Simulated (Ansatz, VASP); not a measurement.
Two plane-wave programs on W

```xyz
1
Lattice="-1.7705 1.6019 1.6019 1.6019 -1.7705 1.6019 1.6019 1.6019 -1.7705" Properties=species:S:1:pos:R:3 pbc="T T T"
W     0.0000    0.0000    0.0000
```

Alike in both runs: task single point; functional r2SCAN; k mesh 16 × 16 × 16; occupations gaussian, width 0.15 eV; no spin polarisation.

```csv
,VASP,Ansatz
version,VASP 6.6.1,Ansatz 0.2.0
potentials or method,"VASP PAW PBE potentials, release 64 (W_sv), cutoff 520 eV","scalar-relativistic, plane waves, PAW"
valence electrons in the cell,14,14
```

|  | VASP | Ansatz | Ansatz less VASP |
| --- | --- | --- | --- |
| gap on the k mesh at the Fermi level (eV) | none | none | - |
| pressure (GPa) | 1.1 | -0.4 | -1.45 |
| traceless stress, the component that is largest in VASP (GPa) | 23.48 | 22.98 | -0.504 |

VASP's potentials were made for PBE, not for r2SCAN. A gap of «none» marks a metal or a gap that the smearing closes.

Spin-orbit coupling is off throughout.
